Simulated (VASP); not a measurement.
# Rb (I4_1/amd) in VASP: a series of runs

The runs below take Rb through single point, with PBE.

Everything below comes from runs of VASP 6.6.1. Logs are shortened: lines on timing, memory, paths and dates and some standing lists are left out, and cuts for length are marked.

## Step 1: The cell of the first run

It takes space group I4_1/amd (No. 141, tetragonal). Conventional cell: a = 7.804 Å, b = 7.804 Å, c = 4.258 Å, α = 90.00°, β = 90.00°, γ = 90.00°. Rb (site symmetry -4m2) has 10 Rb at 4.04 to 5.04 Å within 5.3 Å.

## Step 2: Single point, PBE

Contents of INCAR:

```
SYSTEM = Rb
ALGO     = Normal         ! electronic algorithm
EDIFF    = 1E-6           ! SCF threshold, eV
ENCUT    = 520            ! plane-wave cutoff, eV
GGA      = PE             ! functional
ISIF     = 2              ! what is computed and relaxed
ISMEAR   = -1             ! smearing method
LASPH    = .True.         ! aspherical terms in the spheres
LCHARG   = .False.        ! write CHGCAR
LREAL    = .False.        ! projectors in reciprocal space
LWAVE    = .False.        ! write WAVECAR
NBANDS   = 16             ! bands
NELM     = 100            ! most SCF steps
PREC     = Accurate       ! precision mode
SIGMA    = 0.08           ! smearing width, eV
```

Contents of KPOINTS:

```
k-points
0
Gamma
  10 10 10
  0 0 0
```

Contents of POSCAR:

```
Rb
1.0
   -3.9018942628      3.9018942628      2.1290818311
    3.9018942628     -3.9018942628      2.1290818311
    3.9018942628      3.9018942628     -2.1290818311
Rb
2
Direct
   -0.3750000000     -0.1250000000     -0.2500000000
    0.3750000000      0.1250000000      0.2500000000
```

Potentials or basis: VASP PAW PBE potentials, release 64 (Rb_sv).

On the command line:

```bash
> cat potpaw_PBE.64/Rb_sv/POTCAR > POTCAR
> mpirun -np 1 vasp_std > vasp.out
```

OUTCAR:

```text
SYSTEM = Rb
   EDIFF = 1E-6
   ENCUT = 520
   GGA = PE
   ISIF = 2
   ISMEAR = -1
   LASPH = .True.
   LREAL = .False.
   NELM = 100
   PREC = Accurate

 ion  position               nearest neighbor table
   1  0.625  0.875  0.750-   2 4.04   2 4.04   2 4.04   2 4.04   2 5.04   2 5.04   2 5.04   2 5.04

   2  0.375  0.125  0.250-   1 4.04   1 4.04   1 4.04   1 4.04   1 5.04   1 5.04   1 5.04   1 5.04

  LATTYP: Found a body centered tetragonal cell.
 ALAT       =     7.8037885256
 C/A-ratio  =     0.5456533898

  Lattice vectors:

 A1 = (  -3.9018942628,   3.9018942628,   2.1290818311)
 A2 = (   3.9018942628,  -3.9018942628,   2.1290818311)
 A3 = (   3.9018942628,   3.9018942628,  -2.1290818311)

Analysis of symmetry for initial positions (statically):
=====================================================================
 Subroutine PRICEL returns:
 Original cell was already a primitive cell.

 Routine SETGRP: Setting up the symmetry group for a
 body centered tetragonal supercell.

 Subroutine GETGRP returns: Found 16 space group operations
 (whereof  4 operations were pure point group operations)
 out of a pool of 16 trial point group operations.

The static configuration has the point symmetry C_2h.
 The point group associated with its full space group is D_4h.

Analysis of symmetry for dynamics (positions and initial velocities):
=====================================================================
 Subroutine PRICEL returns:
 Original cell was already a primitive cell.

 Routine SETGRP: Setting up the symmetry group for a
 body centered tetragonal supercell.

 Subroutine GETGRP returns: Found 16 space group operations
 (whereof  4 operations were pure point group operations)
 out of a pool of 16 trial point group operations.

The dynamic configuration has the point symmetry C_2h.
 The point group associated with its full space group is D_4h.

 Subroutine INISYM returns: Found 16 space group operations
 (whereof  4 operations are pure point group operations),
 and found     1 'primitive' translations

----------------------------------------------------------------------------------------

                                     Primitive cell

  volume of cell :     129.6592

  direct lattice vectors                    reciprocal lattice vectors
    -3.901894263  3.901894263  2.129081831     0.000000000  0.128142888  0.234843017
     3.901894263 -3.901894263  2.129081831     0.128142888  0.000000000  0.234843017
     3.901894263  3.901894263 -2.129081831     0.128142888  0.128142888  0.000000000
[... 79 lines left out ...]
   LNONCOLLINEAR =      F non collinear calculations
   LSORBIT =      F    spin-orbit coupling
   LASPH  =      T    aspherical Exc in radial PAW
   ENCUT  =  520.0 eV  38.22 Ry    6.18 a.u.  11.00 11.00 11.00*2*pi/ulx,y,z
   NELM   =    100;   NELMIN=  2; NELMDL= -5     # of ELM steps
   EDIFF  = 0.1E-05   stopping-criterion for ELM
   LREAL  =      F    real-space projection
   EDIFFG = 0.1E-04   stopping-criterion for IOM
   NSW    =      0    number of steps for IOM
   IBRION =     -1    ionic relax: 0-MD 1-quasi-New 2-CG
   NFREE  =      0    steps in history (QN), initial steepest desc. (CG)
   ISIF   =      2    stress and relaxation
   ISYM   =      2    0-nonsym 1-usesym 2-fastsym
   POTIM  = 0.5000    time-step for ionic-motion
   TEBEG  =    0.0;   TEEND  =   0.0 temperature during run
   PSTRESS=    0.0 pullay stress
   NELECT =      18.0000    total number of electrons
   NUPDOWN=      -1.0000    fix difference up-down
   EMIN   =  10.00;   EMAX   =-10.00  energy-range for DOS
   EFERMI =   0.00;   METHOD = LEGACY
   ISMEAR =    -1;   SIGMA  =   0.08  broadening in eV -4-tet -1-fermi 0-gaus
   EFERMI_NEDOS =   21; number of points for ismear=-14 and -15
   IALGO  =     38    algorithm
   IMIX   =      4    mixing-type and parameters
     AMIX     =   0.40;   BMIX     =  1.00
     AMIX_MAG =   1.60;   BMIX_MAG =  1.00
  volume/ion in A,a.u.               =      64.83       437.49
  Fermi-wavevector in a.u.,A,eV,Ry     =   0.847679  1.601880  9.776589  0.718559
  Thomas-Fermi vector in A             =   1.963222
   LORBIT       =      0    0 simple, 1 ext, 2 COOP (PROOUT), +10 PAW based schemes
   GGA     = PE    functional components
   LHFCALC =     F    Hartree Fock is set to
   AEXX    =    0.0000 exact exchange contribution
   IVDW    =     0    specifies the selected vdW correction
   LEPSILON=     F    determine dielectric tensor
   LRPA    =     F    only Hartree local field effects (RPA)
 non-spin polarized calculation
  energy-cutoff  :      520.00
  volume of cell :      129.66
 maximum number of plane-waves:      3520
 NGX is ok and might be reduce to    48
   NGX = 21   NGY = 21   NGZ = 21

 number of electron      18.0000000 magnetization

 Free energy of the ion-electron system (eV)
  ---------------------------------------------------
  ext. energy  EPLUGINS =         0.00000000
  ---------------------------------------------------
  free energy    TOTEN  =        -1.50679643 eV

  energy without entropy =       -1.46789927  energy(sigma->0) =       -1.48734785

 E-fermi :   0.9675     XC(G=0):  -6.3564

 val. band max:        0.9549619672   @ k =  -0.4000   0.4000   0.3000
 cond. band min:       0.9685956504   @ k =  -0.2000  -0.3000   0.1000
 fundamental gap:      0.0136336832
 Fermi energy:         0.9675035106

 k-point     1 :       0.0000    0.0000    0.0000
  band No.  band energies     occupation
      1     -28.0137      2.00000
      2     -27.9644      2.00000
      3     -12.2690      2.00000
      4     -12.2690      2.00000
      5     -11.9692      2.00000
      6     -11.9652      2.00000
[... 433 lines left out ...]
      3     -12.2425      2.00000
      4     -12.1860      2.00000
      5     -12.1560      2.00000
      6     -12.0877      2.00000
[... 8 lines left out ...]
     15       4.7015      0.00000
     16       4.9597      0.00000

 [... further k-points ...]
[... 5 lines left out ...]
  --------------------------------------------------------------------------------------
  -------------------------------------------------------------------------------------
  Total        1.5443073      1.5443073      1.5368307      0.0000000      0.0000000      0.0000000
  in kB       19.0827509     19.0827509     18.9903627      0.0000000      0.0000000      0.0000000
  external PRESSURE =      19.0519548 kB  Pullay stress =       0.0000000 kB

 VOLUME and BASIS-vectors are now :
 -----------------------------------------------------------------------------
  energy-cutoff  :      520.00
  volume of cell :      129.66
      direct lattice vectors                 reciprocal lattice vectors
    -3.901894263  3.901894263  2.129081831     0.000000000  0.128142888  0.234843017
     3.901894263 -3.901894263  2.129081831     0.128142888  0.000000000  0.234843017
     3.901894263  3.901894263 -2.129081831     0.128142888  0.128142888  0.000000000

 POSITION                                       TOTAL-FORCE (eV/Angst)
 -----------------------------------------------------------------------------------
      3.90189      1.95095      1.59681        -0.000000      0.000000      0.000000
     -0.00000      1.95095      0.53227         0.000000     -0.000000     -0.000000
 -----------------------------------------------------------------------------------
    total drift:                                0.000000     -0.000000      0.000000

  FREE ENERGIE OF THE ION-ELECTRON SYSTEM (eV)
  ---------------------------------------------------
  free  energy   TOTEN  =        -1.5067964342 eV

  energy  without entropy=       -1.4678992727  energy(sigma->0) =       -1.48734785
```

Run time: 3 min. Hardware: 1 thread of Intel Xeon 6975P-C (Granite Rapids), shared host; peak memory 0.4 GiB.

Results:

- Free energy: -1.5068 eV
- Pressure: 1.9 GPa
- Band gap on the k mesh: zero (band 9 reaches 1.71 eV, above the bottom of band 10 at 0.03 eV)

## Step 3: Single point, PBE

Contents of INCAR:

```
ALGO = Normal ; EDIFF = 1E-6
ENCUT = 520 ; GGA = PE
ISIF = 2 ; ISMEAR = -1
LASPH = True ; LCHARG = True
LELF = True ; LREAL = False
LVHAR = True ; LWAVE = False
NBANDS = 16 ; NELM = 100
PREC = Accurate ; SIGMA = 0.08
```

Contents of KPOINTS:

```
k-points
0
Gamma
  10 10 10
```

POSCAR is that of step 2.

Potentials or basis: VASP PAW PBE potentials, release 64 (Rb_sv).

On the command line:

```bash
> cat potpaw_PBE.64/Rb_sv/POTCAR > POTCAR
> mpirun -np 1 vasp_std > vasp.out
```

Run time: 2.9 min. Hardware: 1 thread of Intel Xeon 6975P-C (Granite Rapids), shared host; peak memory 0.41 GiB.

It converged, with:

* Free energy: -1.5068 eV
* Pressure: 1.9 GPa
* Band gap on the k mesh: zero (band 9 reaches 1.71 eV, above the bottom of band 10 at 0.03 eV)

Levels at points of the mesh, in eV from the Fermi level:
| k point | band 7 | band 8 | band 9 | band 10 | band 11 | band 12 |
| --- | --- | --- | --- | --- | --- | --- |
| (0.00, 0.00, 0.00) | -12.91 | -12.91 | -2.46 | 0.45 | 1.91 | 2.60 |
| (0.50, 0.00, 0.00) | -13.01 | -12.90 | 0.10 | 0.67 | 0.82 | 2.24 |
| (0.50, 0.50, 0.00) | -12.92 | -12.92 | -0.94 | -0.94 | 2.23 | 2.23 |
| (0.50, 0.50, 0.50) | -12.87 | -12.87 | -0.08 | -0.08 | 0.60 | 0.60 |
